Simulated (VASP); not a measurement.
Runs of VASP 6.6.1 on FeGe. The structure is that of space group P-6m2 (No. 187), or close to it. The cells are those of the table. 

```tsv
task	cell	k mesh	cutoff (eV)	gap on the mesh (eV)	pressure (GPa)	moment (μB)	relaxed volume (Å³/atom)
relaxation of cell and atoms	relaxed from a = 2.903, b = 2.903, c = 4.404 Å, angles 90.0, 90.0, 120.0°, 2 atoms	6 × 6 × 4	600	none	-0.4	1.75	13.62
single point	a = 2.903, b = 2.903, c = 4.404 Å, angles 90.0, 90.0, 120.0°, 2 atoms	6 × 6 × 4	520	none	-13.0	2.56	-
single point	a = 2.991, b = 2.991, c = 3.483 Å, angles 90.0, 90.0, 120.0°, 2 atoms	6 × 6 × 6	520	none	(a)	1.62	-
relaxation of cell and atoms	relaxed from a = 2.975, b = 2.975, c = 3.541 Å, angles 90.0, 90.0, 120.0°, 2 atoms	6 × 6 × 6	600	none	0.3	1.62	13.50
single point	a = 2.975, b = 2.975, c = 3.541 Å, angles 90.0, 90.0, 120.0°, 2 atoms	6 × 6 × 4	520	none	(b)	1.75	-
```

Alike in all rows: level PBE; potentials or basis VASP PAW PBE potentials, release 64 (Fe, Ge_d); spin collinear, ferromagnetic start; smearing gaussian 0.1 eV.

**Question.** Estimate the missing entries.

**Answer.** (a) 0.0; (b) -0.1.

Caveats: all runs use coarse meshes; the volume moved by over 15 % at a fixed basis, so the end points are rough (some runs).

A k mesh can miss the band edges, and the runs leave out spin-orbit coupling on Ge.

A gap of «none» marks levels without a gap at the run's occupations.
